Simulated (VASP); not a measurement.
# SnO2 (P2_1/c) in VASP: notebook

SnO2 is run at these levels: r2SCAN; tasks: single point.

Everything below comes from runs of VASP 6.6.1. Logs are shortened: lines on timing, memory, paths and dates and some standing lists are left out, and cuts for length are marked.

### Step 1. The cell of the first run

It takes space group P2_1/c (No. 14, monoclinic). Conventional cell: a = 3.201 Å, b = 4.760 Å, c = 5.657 Å, α = 90.00°, β = 122.73°, γ = 90.00°. Sn (site symmetry -1) has 6 O at 2.04 to 2.09 Å within 2.7 Å. Within 2.7 Å of O (site symmetry 1) lie 3 Sn at 2.04 to 2.09 Å and 1 O at 2.61 Å.

### Step 2. Single point, r2SCAN (strain -0.0300 x Voigt [0, 0, 0, 0, 1, 0])

POSCAR reads:

```
SnO2
1.0
    4.7602164794      0.0000000000     -0.0714032472
    0.0000000000      4.7602164794      0.0000000000
   -0.0480084765      0.0000000000      3.2005650981
Sn O
2 4
Direct
    0.0000000000      0.0000000000      0.0000000000
    0.5000000000      0.5000000000      0.5000000000
    0.3058934983      0.3058934983      0.0000000000
    0.1941065017      0.8058934983      0.5000000000
    0.6941065017      0.6941065017      0.0000000000
    0.8058934983      0.1941065017      0.5000000000
```

INCAR.step1 reads:

```
PREC = Accurate
ENCUT = 520
ISMEAR = 0
SIGMA = 0.05
LREAL = False
LASPH = True
NELM = 80
NBANDS = 35
GGA = PE
ALGO = Normal
EDIFF = 1E-4
LWAVE = True
LCHARG = False
```

INCAR.step2 reads:

```
PREC = Accurate
ENCUT = 520
EDIFF = 1E-6
ISMEAR = 0
SIGMA = 0.05
LREAL = False
LASPH = True
NELM = 80
ALGO = Normal
ISIF = 2
LWAVE = False
LCHARG = False
METAGGA = R2SCAN
LMIXTAU = True
NBANDS = 35
ISTART = 1
```

KPOINTS reads:

```
Automatic mesh
0
Gamma
  6 6 8
```

Potentials or basis: VASP PAW PBE potentials, release 64 (Sn_d, O).

Run with:

```sh
> cat potpaw_PBE.64/Sn_d/POTCAR potpaw_PBE.64/O/POTCAR > POTCAR
> cp INCAR.step1 INCAR
> mpirun -np 1 vasp_std > vasp.out
> cp INCAR.step2 INCAR
> mpirun -np 1 vasp_std > vasp.out
```

OUTCAR:

```text
PREC = Accurate
   ENCUT = 520
   EDIFF = 1E-6
   ISMEAR = 0
   LREAL = False
   LASPH = True
   NELM = 80
   ISIF = 2
   METAGGA = R2SCAN
   ISTART = 1

 ion  position               nearest neighbor table
   1  0.000  0.000  0.000-   4 2.04   6 2.04   5 2.06   3 2.06   4 2.09   6 2.09   2 3.70   2 3.70
                             2 3.70   2 3.70   2 3.76   2 3.76   2 3.76   2 3.76
   2  0.500  0.500  0.500-   5 2.04   3 2.04   6 2.06   4 2.06   3 2.09   5 2.09   1 3.70   1 3.70
                             1 3.70   1 3.70   1 3.76   1 3.76   1 3.76   1 3.76
   3  0.306  0.306  0.000-   2 2.04   1 2.06   2 2.09
   4  0.194  0.806  0.500-   1 2.04   2 2.06   1 2.09
   5  0.694  0.694  0.000-   2 2.04   1 2.06   2 2.09
   6  0.806  0.194  0.500-   1 2.04   2 2.06   1 2.09

  LATTYP: Found a simple monoclinic cell.
 ALAT       =     3.2009251414
 B/A-ratio  =     1.4871377083
 C/A-ratio  =     1.4873050019
 COS(beta)  =    -0.0299932515

  Lattice vectors:

 A1 = (  -0.0480084765,   0.0000000000,   3.2005650981)
 A2 = (   0.0000000000,  -4.7602164794,   0.0000000000)
 A3 = (   4.7602164794,   0.0000000000,  -0.0714032472)

Analysis of symmetry for initial positions (statically):
=====================================================================
 Subroutine PRICEL returns:
 Original cell was already a primitive cell.

 Routine SETGRP: Setting up the symmetry group for a
 simple monoclinic supercell.

 Subroutine GETGRP returns: Found  4 space group operations
 (whereof  2 operations were pure point group operations)
 out of a pool of  4 trial point group operations.

The static configuration has the point symmetry S_2 .
 The point group associated with its full space group is C_2h.

Analysis of symmetry for dynamics (positions and initial velocities):
=====================================================================
 Subroutine PRICEL returns:
 Original cell was already a primitive cell.

 Routine SETGRP: Setting up the symmetry group for a
 simple monoclinic supercell.

 Subroutine GETGRP returns: Found  4 space group operations
 (whereof  2 operations were pure point group operations)
 out of a pool of  4 trial point group operations.

The dynamic configuration has the point symmetry S_2 .
 The point group associated with its full space group is C_2h.

 Subroutine INISYM returns: Found  4 space group operations
 (whereof  2 operations are pure point group operations),
 and found     1 'primitive' translations

----------------------------------------------------------------------------------------

                                     Primitive cell

  volume of cell :      72.5074

  direct lattice vectors                    reciprocal lattice vectors
     4.760216479  0.000000000 -0.071403247     0.210121757  0.000000000  0.003151826
     0.000000000  4.760216479  0.000000000     0.000000000  0.210074480  0.000000000
    -0.048008477  0.000000000  3.200565098     0.004687727  0.000000000  0.312515140

  length of vectors
     4.760751974  4.760216479  3.200925141     0.210145394  0.210074480  0.312550296

  position of ions in fractional coordinates (direct lattice)
     0.000000000  0.000000000  0.000000000
     0.500000000  0.500000000  0.500000000
     0.305893498  0.305893498  0.000000000
     0.194106502  0.805893498  0.500000000
     0.694106502  0.694106502  0.000000000
     0.805893498  0.194106502  0.500000000

  ion indices of the primitive-cell ions
   primitive index   ion index
                 1           1
                 2           2
                 3           3
                 4           4
                 5           5
                 6           6

----------------------------------------------------------------------------------------

 KPOINTS: Automatic mesh

Automatic generation of k-mesh.
 Grid dimensions read from file:
 generate k-points for:    6    6    8

 Generating k-lattice:

  Cartesian coordinates                     Fractional coordinates (reciprocal lattice)
     0.035020293  0.000000000  0.000525304     0.166666667  0.000000000  0.000000000
     0.000000000  0.035012413  0.000000000     0.000000000  0.166666667  0.000000000
     0.000585966  0.000000000  0.039064393     0.000000000  0.000000000  0.125000000

  Length of vectors
     0.035024232  0.035012413  0.039068787

  Shift w.r.t. Gamma in fractional coordinates (k-lattice)
     0.000000000  0.000000000  0.000000000

 Subroutine IBZKPT returns following result:
 ===========================================

 Found    104 irreducible k-points:

 Following reciprocal coordinates:
            Coordinates               Weight
  0.000000  0.000000  0.000000      1.000000
  0.166667  0.000000  0.000000      2.000000
  0.333333  0.000000  0.000000      2.000000
  0.500000  0.000000  0.000000      1.000000
  0.000000  0.166667  0.000000      2.000000
  0.166667  0.166667  0.000000      4.000000
[... 16 lines left out ...]
 -0.000000  0.166667  0.125000      4.000000
  0.166667  0.166667  0.125000      4.000000
 [... further k-points ...]
   k-points           NKPTS =    104   k-points in BZ     NKDIM =    104   number of bands    NBANDS=     35
   number of dos      NEDOS =    301   number of ions     NIONS =      6
   total plane-waves  NPLWV =  31104
   dimension x,y,z NGX =    36 NGY =   36 NGZ =   24
   dimension x,y,z NGXF=    72 NGYF=   72 NGZF=   48
   ions per type =               2   4
   NGX,Y,Z   is equivalent  to a cutoff of  12.57, 12.57, 12.46 a.u.
   NGXF,Y,Z  is equivalent  to a cutoff of  25.14, 25.15, 24.93 a.u.
 SYSTEM =  unknown system
   PREC   = accura    normal or accurate (medium, high low for compatibility)
   ISTART =      1    job   : 0-new  1-cont  2-samecut
   ICHARG =      0    charge: 1-file 2-atom 10-const
   ISPIN  =      1    spin polarized calculation?
   LNONCOLLINEAR =      F non collinear calculations
   LSORBIT =      F    spin-orbit coupling
   LASPH  =      T    aspherical Exc in radial PAW
   ENCUT  =  520.0 eV  38.22 Ry    6.18 a.u.   8.85  8.85  5.95*2*pi/ulx,y,z
   NELM   =     80;   NELMIN=  2; NELMDL=  0     # of ELM steps
   EDIFF  = 0.1E-05   stopping-criterion for ELM
   LREAL  =      F    real-space projection
   EDIFFG = 0.1E-04   stopping-criterion for IOM
   NSW    =      0    number of steps for IOM
   IBRION =     -1    ionic relax: 0-MD 1-quasi-New 2-CG
   NFREE  =      0    steps in history (QN), initial steepest desc. (CG)
   ISIF   =      2    stress and relaxation
   ISYM   =      2    0-nonsym 1-usesym 2-fastsym
   POTIM  = 0.5000    time-step for ionic-motion
   TEBEG  =    0.0;   TEEND  =   0.0 temperature during run
   PSTRESS=    0.0 pullay stress
   NELECT =      52.0000    total number of electrons
   NUPDOWN=      -1.0000    fix difference up-down
   EMIN   =  10.00;   EMAX   =-10.00  energy-range for DOS
   EFERMI =   0.00;   METHOD = LEGACY
   ISMEAR =     0;   SIGMA  =   0.05  broadening in eV -4-tet -1-fermi 0-gaus
   EFERMI_NEDOS =   21; number of points for ismear=-14 and -15
   IALGO  =     38    algorithm
   IMIX   =      4    mixing-type and parameters
     AMIX     =   0.40;   BMIX     =  1.00
     AMIX_MAG =   1.60;   BMIX_MAG =  1.00
  volume/ion in A,a.u.               =      12.08        81.55
  Fermi-wavevector in a.u.,A,eV,Ry     =   1.465374  2.769155 29.216077  2.147321
  Thomas-Fermi vector in A             =   2.581239
   LORBIT       =      0    0 simple, 1 ext, 2 COOP (PROOUT), +10 PAW based schemes
   METAGGA = R2SCAN    functional components
   LHFCALC =     F    Hartree Fock is set to
   AEXX    =    0.0000 exact exchange contribution
   IVDW    =     0    specifies the selected vdW correction
   LEPSILON=     F    determine dielectric tensor
   LRPA    =     F    only Hartree local field effects (RPA)
 non-spin polarized calculation
 Gauss-broadening in eV      SIGMA  =   0.05
  energy-cutoff  :      520.00
  volume of cell :       72.51
 maximum number of plane-waves:      1974
   NGX = 17   NGY = 17   NGZ = 11

 number of electron      51.9999995 magnetization

 Free energy of the ion-electron system (eV)
  ---------------------------------------------------
  ext. energy  EPLUGINS =         0.00000000
  ---------------------------------------------------
  free energy    TOTEN  =       -84.60480382 eV

  energy without entropy =      -84.60480382  energy(sigma->0) =      -84.60480382

 E-fermi :   5.8712     XC(G=0): -11.9702

 val. band max:        5.5655736728   @ k =   0.0000   0.0000   0.0000
 cond. band min:       7.3587483478   @ k =   0.0000   0.0000   0.0000
 fundamental gap:      1.7931746750
 Fermi energy:         5.8712388574

 k-point     1 :       0.0000    0.0000    0.0000
  band No.  band energies     occupation
      1     -16.1809      2.00000
      2     -15.2712      2.00000
      3     -14.9813      2.00000
      4     -14.9653      2.00000
      5     -14.9421      2.00000
      6     -14.8913      2.00000
[... 27 lines left out ...]
     34      18.6571      0.00000
     35      18.9995      0.00000

 k-point     2 :       0.1667    0.0000    0.0000
  band No.  band energies     occupation
      1     -16.1338      2.00000
      2     -15.3286      2.00000
      3     -14.9880      2.00000
      4     -14.9642      2.00000
      5     -14.9439      2.00000
      6     -14.9243      2.00000
[... 27 lines left out ...]
     34      18.6252      0.00000
     35      18.9434      0.00000

 k-point     3 :       0.3333    0.0000    0.0000
  band No.  band energies     occupation
      1     -15.9956      2.00000
      2     -15.5264      2.00000
      3     -14.9906      2.00000
      4     -14.9647      2.00000
      5     -14.9474      2.00000
      6     -14.9444      2.00000
[... 27 lines left out ...]
     34      18.6433      0.00000
     35      18.8787      0.00000

 k-point     4 :       0.5000    0.0000    0.0000
  band No.  band energies     occupation
      1     -15.7803      2.00000
      2     -15.7803      2.00000
      3     -14.9756      2.00000
      4     -14.9756      2.00000
      5     -14.9476      2.00000
      6     -14.9476      2.00000
[... 27 lines left out ...]
     34      18.7380      0.00000
     35      19.2005      0.00000

 k-point     5 :       0.0000    0.1667    0.0000
  band No.  band energies     occupation
      1     -16.1337      2.00000
      2     -15.3286      2.00000
      3     -14.9878      2.00000
      4     -14.9643      2.00000
      5     -14.9439      2.00000
      6     -14.9243      2.00000
[... 638 lines left out ...]
 k-point    22 :      -0.1667    0.0000    0.1250
  band No.  band energies     occupation
      1     -16.0735      2.00000
      2     -15.2705      2.00000
      3     -15.1785      2.00000
      4     -15.1328      2.00000
      5     -14.9118      2.00000
      6     -14.8767      2.00000
[... 27 lines left out ...]
     34      18.5690      0.00000
     35      18.7710      0.00000

 k-point    23 :      -0.0000    0.1667    0.1250
  band No.  band energies     occupation
      1     -16.0629      2.00000
      2     -15.2957      2.00000
      3     -15.1709      2.00000
      4     -15.1150      2.00000
      5     -14.9108      2.00000
      6     -14.8929      2.00000
[... 27 lines left out ...]
     34      18.5580      0.00000
     35      18.8288      0.00000

 k-point    24 :       0.1667    0.1667    0.1250
  band No.  band energies     occupation
      1     -16.0216      2.00000
      2     -15.4054      2.00000
      3     -15.1643      2.00000
      4     -15.0945      2.00000
      5     -14.9118      2.00000
      6     -14.8907      2.00000
[... 27 lines left out ...]
     34      18.6099      0.00000
     35      18.8593      0.00000

 [... further k-points ...]
[... 5 lines left out ...]
  --------------------------------------------------------------------------------------
  -------------------------------------------------------------------------------------
  Total        0.4965464      0.4771655      0.7571017      0.0000000      0.0000000      1.6444016
  in kB       10.9720567     10.5438029     16.7294814      0.0000000      0.0000000     36.3359164
  external PRESSURE =      12.7484470 kB  Pullay stress =       0.0000000 kB

 VOLUME and BASIS-vectors are now :
 -----------------------------------------------------------------------------
  energy-cutoff  :      520.00
  volume of cell :       72.51
      direct lattice vectors                 reciprocal lattice vectors
     4.760216479  0.000000000 -0.071403247     0.210121757  0.000000000  0.003151826
     0.000000000  4.760216479  0.000000000     0.000000000  0.210074480  0.000000000
    -0.048008477  0.000000000  3.200565098     0.004687727  0.000000000  0.312515140

 POSITION                                       TOTAL-FORCE (eV/Angst)
 -----------------------------------------------------------------------------------
      0.00000      0.00000      0.00000         0.000000      0.000000      0.000000
      2.35610      2.38011      1.56458        -0.000000      0.000000      0.000000
      1.45612      1.45612     -0.02184        -0.028401     -0.026374     -0.166322
      0.89998      3.83623      1.58642         0.028401     -0.026374      0.166322
      3.30410      3.30410     -0.04956         0.028401      0.026374      0.166322
      3.81222      0.92399      1.54274        -0.028401      0.026374     -0.166322
 -----------------------------------------------------------------------------------
    total drift:                                0.000000      0.000000      0.000000

  FREE ENERGIE OF THE ION-ELECTRON SYSTEM (eV)
  ---------------------------------------------------
  free  energy   TOTEN  =       -84.6048038192 eV

  energy  without entropy=      -84.6048038192  energy(sigma->0) =      -84.60480382
```

Run time: 23 min. Hardware: 1 thread of Oxide Virtual Turin-like, shared host; peak memory 0.29 GiB.

Results:

```yaml
Free_energy: -84.6048 eV
Pressure: 1.3 GPa
Largest_force: 0.171 eV/Å
Band_gap_on_the_k_mesh: 1.79 eV
```

Forces in eV/Å, atoms in the order of the input:
```
Sn   0.000  0.000  0.000
Sn   0.000  0.000  0.000
O   -0.028 -0.026 -0.166
O    0.028 -0.026  0.166
O    0.028  0.026  0.166
O   -0.028  0.026 -0.166
```

Caveat: the cell differs from its parent crystal (strain -0.0300 x Voigt [0, 0, 0, 0, 1, 0]); the PAW data sets were made with another functional, which shifts forces and pressure a little; spin-orbit coupling is left out, which moves the levels of the heavy elements.

### Step 3. Single point, r2SCAN (strain +0.0225 x Voigt [0, 0, 0, 0, 1, 0])

POSCAR: that of step 2 with these lines changed.

```diff
@@ -2,5 +2,5 @@
 1.0
-    4.7602164794      0.0000000000     -0.0714032472
+    4.7602164794      0.0000000000      0.0535524354
     0.0000000000      4.7602164794      0.0000000000
-   -0.0480084765      0.0000000000      3.2005650981
+    0.0360063574      0.0000000000      3.2005650981
 Sn O
```

INCAR.step1 is that of step 2.

INCAR.step2 is that of step 2.

KPOINTS reads:

```
regular mesh
0
Gamma
  6 6 8
```

Potentials or basis: VASP PAW PBE potentials, release 64 (Sn_d, O).

Run with:

```sh
> cat potpaw_PBE.64/Sn_d/POTCAR potpaw_PBE.64/O/POTCAR > POTCAR
> cp INCAR.step1 INCAR
> mpirun -np 1 vasp_std > vasp.out
> cp INCAR.step2 INCAR
> mpirun -np 1 vasp_std > vasp.out
```

Wall time 13 min (1 thread of Oxide Virtual Turin-like, shared host); peak memory 0.29 GiB.

It converged, with:

| Quantity | Value |
| --- | --- |
| Free energy | -84.6157 eV |
| Pressure | 1.2 GPa |
| Largest force | 0.129 eV/Å |
| Band gap on the k mesh | 1.79 eV |

Forces on the atoms (eV/Å):
```
Sn   0.000  0.000  0.000
Sn   0.000  0.000  0.000
O   -0.024 -0.023  0.125
O    0.024 -0.023 -0.125
O    0.024  0.023 -0.125
O   -0.024  0.023  0.125
```

Stress tensor (GPa, compression positive):
```
 1.01  0.00 -2.72
 0.00  0.99  0.00
-2.72  0.00  1.57
```

Levels at points of the mesh, in eV from the valence-band top:
```csv
k point,band 24,band 25,band 26,band 27,band 28,band 29
"(0.00, 0.00, 0.00)",-0.78,-0.78,0.00,1.79,6.81,7.03
"(0.50, 0.00, 0.00)",-1.17,-0.63,-0.63,5.00,5.00,7.80
"(0.00, 0.50, 0.00)",-1.18,-0.62,-0.62,5.00,5.00,7.80
"(0.50, 0.50, 0.00)",-1.30,-0.92,-0.92,5.44,5.44,8.21
"(0.00, 0.00, 0.50)",-1.67,-1.27,-1.27,6.87,6.87,10.51
"(0.50, 0.00, 0.50)",-1.04,-0.75,-0.63,7.14,7.15,8.73
"(0.00, 0.50, 0.50)",-1.11,-0.69,-0.69,7.14,7.14,8.84
"(0.50, 0.50, 0.50)",-0.98,-0.84,-0.84,5.52,5.52,9.64
```

Caveat: the cell differs from its parent crystal (strain +0.0225 x Voigt [0, 0, 0, 0, 1, 0]); the PAW data sets were made with another functional, which shifts forces and pressure a little; spin-orbit coupling is left out, which moves the levels of the heavy elements.

### Step 4. Single point, r2SCAN (strain +0.0075 x Voigt [0, 0, 0, 0, 1, 0])

POSCAR: that of step 3 with these lines changed.

```diff
@@ -2,5 +2,5 @@
 1.0
-    4.7602164794      0.0000000000      0.0535524354
+    4.7602164794      0.0000000000      0.0178508118
     0.0000000000      4.7602164794      0.0000000000
-    0.0360063574      0.0000000000      3.2005650981
+    0.0120021191      0.0000000000      3.2005650981
 Sn O
```

INCAR.step1: that of step 3 with these lines changed.

```diff
@@ -6,3 +6,3 @@
 LASPH = True
-NELM = 80
+NELM = 100
 NBANDS = 35
```

INCAR.step2 reads:

```
PREC = Accurate
ENCUT = 520
EDIFF = 1E-7
ISMEAR = 0
SIGMA = 0.05
LREAL = False
LASPH = True
NELM = 100
ALGO = Normal
ISIF = 2
LWAVE = False
LCHARG = True
METAGGA = R2SCAN
LMIXTAU = True
LELF = True
LVHAR = True
NBANDS = 35
ISTART = 1
```

KPOINTS is that of step 3.

Run with:

```sh
> cat potpaw_PBE.64/Sn_d/POTCAR potpaw_PBE.64/O/POTCAR > POTCAR
> cp INCAR.step1 INCAR
> mpirun -np 1 vasp_std > vasp.out
> cp INCAR.step2 INCAR
> mpirun -np 1 vasp_std > vasp.out
```

Wall time 19 min (1 thread of Oxide Virtual Turin-like, shared host); peak memory 0.29 GiB.

The run converged. Its results:

- Free energy: -84.6280 eV
- Pressure: 1.1 GPa
- Largest force: 0.049 eV/Å
- Band gap on the k mesh: 1.79 eV

Forces in eV/Å, atoms in the order of the input:
```
Sn   0.000  0.000  0.000
Sn   0.000  0.000  0.000
O   -0.019 -0.018  0.041
O    0.019 -0.018 -0.041
O    0.019  0.018 -0.041
O   -0.019  0.018  0.041
```

Stress tensor (GPa, compression positive):
```
 0.92  0.00 -0.91
 0.00  0.92  0.00
-0.91  0.00  1.45
```

Levels at points of the mesh, in eV from the valence-band top:
```tsv
k point	band 23	band 24	band 25	band 26	band 27	band 28	band 29	band 30
(0.00, 0.00, 0.00)	-1.22	-0.78	-0.78	0.00	1.79	6.81	7.05	7.05
(0.50, 0.00, 0.00)	-1.17	-1.17	-0.62	-0.62	5.00	5.00	7.81	7.81
(0.00, 0.50, 0.00)	-1.17	-1.17	-0.62	-0.62	5.00	5.00	7.81	7.81
(0.50, 0.50, 0.00)	-1.30	-1.30	-0.92	-0.92	5.44	5.44	8.22	8.22
(0.00, 0.00, 0.50)	-1.67	-1.67	-1.27	-1.27	6.87	6.87	10.53	10.53
(0.50, 0.00, 0.50)	-1.13	-1.09	-0.71	-0.67	7.14	7.15	8.81	8.89
(0.00, 0.50, 0.50)	-1.11	-1.11	-0.69	-0.69	7.15	7.15	8.85	8.85
(0.50, 0.50, 0.50)	-0.96	-0.96	-0.85	-0.85	5.52	5.52	9.65	9.65
```

Caveat: the cell differs from its parent crystal (strain +0.0075 x Voigt [0, 0, 0, 0, 1, 0]); the PAW data sets were made with another functional, which shifts forces and pressure a little; spin-orbit coupling is left out, which moves the levels of the heavy elements.

### Step 5. The runs side by side

```csv
cell,gap on the mesh (eV),pressure (GPa),largest force (eV/Å)
"a = 4.761, b = 4.760, c = 3.201 Å, angles 90.0, 91.7, 90.0°, 6 atoms",1.79,1.3,0.17
"a = 4.761, b = 4.760, c = 3.201 Å, angles 90.0, 88.7, 90.0°, 6 atoms",1.79,1.2,0.13
"a = 4.760, b = 4.760, c = 3.201 Å, angles 90.0, 89.6, 90.0°, 6 atoms",1.79,1.1,0.05
```

Alike in all rows: task single point; level r2SCAN; potentials or basis VASP PAW PBE potentials, release 64 (Sn_d, O); no spin polarisation; k mesh 6 × 6 × 8; cutoff (eV) 520; smearing gaussian 0.05 eV.

Caveats: the PAW data sets were made with another functional, which shifts forces and pressure a little; spin-orbit coupling is left out, which moves the levels of the heavy elements.

Absolute energies hang on the potentials; compare differences alone.
